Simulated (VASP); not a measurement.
Write the native input for VASP 6.6.1 that does the following.

```
Task                   : single point
Functional             : r2SCAN
Potentials or basis    : VASP PAW PBE potentials, release 64 (Al, N)
Cutoff                 : 520 eV
k mesh                 : 8 × 8 × 2
Occupations            : gaussian, width 0.05 eV
Spin                   : no spin polarisation
Dipole correction      : no
Further INCAR settings : ALGO = Normal; EDIFF = 1e-07; NBANDS = 36
```

Crystal: AlN.

```
Al N
1.0
     2.18490   -2.18490    0.00000
     2.18490    0.00000   -2.18490
    12.74540    6.73670    6.73670
Al N
6 6
Direct
  0.63717 0.63717 0.39580
  0.12329 0.12329 0.22913
  0.15105 0.15105 0.56247
  0.17882 0.17882 0.89580
  0.66494 0.66494 0.72913
  0.60940 0.60940 0.06247
  0.26564 0.26564 0.43747
  0.75176 0.75176 0.27080
  0.77952 0.77952 0.60413
  0.80729 0.80729 0.93747
  0.29341 0.29341 0.77080
  0.23787 0.23787 0.10413
```

The input as run:

POSCAR

```
AlN
1.0
    2.1849006262     -2.1849006262      0.0000000000
    2.1849006262      0.0000000000     -2.1849006262
   12.7453993128      6.7367041007      6.7367041007
Al N
6 6
Direct
    0.6371701400     -0.3628298600      0.3958000000
    0.1232868067      0.1232868067      0.2291333333
    0.1510534733      0.1510534733      0.5624666667
    0.1788201400      0.1788201400      0.8958000000
   -0.3350631933     -0.3350631933      0.7291333333
    0.6094034733      0.6094034733      0.0624666667
    0.2656409733      0.2656409733      0.4374666667
    0.7517576400      0.7517576400      0.2708000000
   -0.2204756933     -0.2204756933      0.6041333333
   -0.1927090267     -0.1927090267      0.9374666667
   -0.7065923600     -0.7065923600      0.7708000000
    0.2378743067      0.2378743067      0.1041333333
```

INCAR.step1

```
ALGO = Normal
EDIFF = 1E-4
ENCUT = 520
GGA = PE
ISMEAR = 0
LASPH = T
LCHARG = F
LREAL = F
LWAVE = T
NBANDS = 36
NELM = 80
PREC = Accurate
SIGMA = 0.05
```

INCAR.step2

```
ALGO = Normal
EDIFF = 1E-7
ENCUT = 520
ISIF = 2
ISMEAR = 0
ISTART = 1
LASPH = T
LCHARG = F
LMIXTAU = T
LREAL = F
LWAVE = F
METAGGA = R2SCAN
NBANDS = 36
NELM = 80
PREC = Accurate
SIGMA = 0.05
```

KPOINTS

```
k-points
0
Gamma
  8 8 2
```

Potentials or basis: VASP PAW PBE potentials, release 64 (Al, N).

The run is started by

```console
$ cat potpaw_PBE.64/Al/POTCAR potpaw_PBE.64/N/POTCAR > POTCAR
$ cp INCAR.step1 INCAR
$ mpirun -np 1 vasp_std > vasp.out
$ cp INCAR.step2 INCAR
$ mpirun -np 1 vasp_std > vasp.out
```

It gave:

| Item | Value |
| --- | --- |
| Pressure | -0.7 GPa |
| Largest force | 0.829 eV/Å |
| Band gap on the k mesh | 3.76 eV, indirect (least direct gap 4.18 eV) |

Caveat: the PAW data sets were made with another functional, which shifts forces and pressure a little.

It took 11 min on 1 thread of AMD EPYC 9R45 96-Core Processor (Zen 5), with other jobs on the host, peak memory 0.32 GiB.
